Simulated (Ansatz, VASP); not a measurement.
# One calculation of HfC, two programs

```
CELL_PARAMETERS angstrom
0.10893 2.32500 2.32500
2.43393 0.00000 2.43393
2.32500 2.32500 0.10893
ATOMIC_POSITIONS crystal
Hf 0.50000 0.50000 0.50000
C 0.00000 0.00000 0.00000
```

Change from the starting cell: strain +0.0937 x Voigt [0, 0, 0, 0, 1, 0], atoms carried along.

Alike in both runs: task single point; functional PBEsol; k mesh 18 × 18 × 18; occupations gaussian, width 0.15 eV; no spin polarisation.

```csv
,VASP,Ansatz
version,VASP 6.6.1,Ansatz 0.2.0
potentials or method,"VASP PAW PBE potentials, release 64 (Hf_pv, C), cutoff 520 eV","scalar-relativistic, plane waves, PAW"
valence electrons in the cell,14,30
```

|  | VASP | Ansatz | Ansatz less VASP |
| --- | --- | --- | --- |
| gap on the k mesh at the Fermi level (eV) | none | none | - |
| pressure (GPa) | -6.5 | -6.0 | +0.44 |
| traceless stress, the component that is largest in VASP (GPa) | -15.77 | -15.77 | +0.002 |

VASP's potentials were made for PBE, not for PBEsol. A gap of «none» marks a metal or a gap that the smearing closes. With one functional, cell and mesh, what is left measures potentials, basis and numerics. VASP's potentials hold 14 valence electrons a cell and Ansatz's 30, so a difference there can come from the potentials and not from the codes.

Neither program's run includes spin-orbit coupling.
